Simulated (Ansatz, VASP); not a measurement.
Te2Mo: VASP beside Ansatz

```xyz
6
Lattice="3.5571 0.0000 0.0000 -1.7785 3.0805 0.0000 0.0000 0.0000 15.5848" Properties=species:S:1:pos:R:3 pbc="T T T"
Te    0.0000    2.0537    9.8355
Te    1.7785    1.0268    2.0431
Te    0.0000    2.0537   13.5418
Te    1.7785    1.0268    5.7493
Mo    0.0000    2.0537    3.8962
Mo    1.7785    1.0268   11.6886
```

Change from the starting cell: strain +0.000 along x and y, +0.025 along z, atoms carried along.

Alike in both runs: task single point; functional PBE; k mesh 12 × 12 × 2; occupations gaussian, width 0.05 eV; no spin polarisation.

|  | VASP | Ansatz |
| --- | --- | --- |
| version | VASP 6.6.1 | Ansatz 0.2.0 |
| potentials or method | VASP PAW PBE potentials, release 64 (Te, Mo_sv), cutoff 520 eV | scalar-relativistic, plane waves, PAW |
| valence electrons in the cell | 52 | 92 |

```csv
,VASP,Ansatz,Ansatz less VASP
gap on the k mesh at the Fermi level (eV),0.92,0.92,-0.003
least direct gap on the mesh (eV),1.07,1.07,0.000
pressure (GPa),-2.2,-2.2,-0.01
"traceless stress, the component that is largest in VASP (GPa)",-1.64,-1.68,-0.047
rms of the force components (eV/Å),0.259,0.263,+0.0046
```

Atom by atom the forces differ by 0.005 eV/Å (rms over components). With one functional, cell and mesh, what is left measures potentials, basis and numerics. VASP's potentials hold 52 valence electrons a cell and Ansatz's 92, so a difference there can come from the potentials and not from the codes.

Neither program's run includes spin-orbit coupling.
